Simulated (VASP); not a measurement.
Runs of VASP 6.6.1 on Nb. The structure is that of space group Fm-3m (No. 225), or close to it. The cells are those of the table. 

```tsv
cell	gap on the mesh (eV)	pressure (GPa)
a = 2.992, b = 2.992, c = 2.901 Å, angles 61.0, 61.0, 58.0°, 1 atom	none	2.4
a = 3.036 Å, angles 60.0°, 1 atom	none	(a)
a = 2.924, b = 2.924, c = 2.946 Å, angles 59.7, 59.7, 60.5°, 1 atom	none	8.6
a = 3.081 Å, angles 60.0°, 1 atom	none	(b)
a = 2.946 Å, angles 60.0°, 1 atom	none	5.7
a = 2.924, b = 2.924, c = 2.901 Å, angles 60.3, 60.3, 59.5°, 1 atom	none	11.7
a = 2.969, b = 2.969, c = 2.901 Å, angles 60.8, 60.8, 58.5°, 1 atom	none	5.3
```

Alike in all rows: task single point; level r2SCAN; potentials or basis VASP PAW PBE potentials, release 64 (Nb_sv); no spin polarisation; k mesh 20 × 20 × 20; cutoff (eV) 520; smearing gaussian 0.15 eV.

Question: Fill in the values left out.

Answer: (a) -8.8; (b) -14.3.

Caveats: the PAW data sets were made with another functional, which shifts forces and pressure a little; the cell stands under pressure (at least some runs); the cell stands under tension (at least some runs).

A k mesh can miss the band edges, and the runs leave out spin-orbit coupling on Nb.

A gap of «none» marks levels without a gap at the run's occupations.
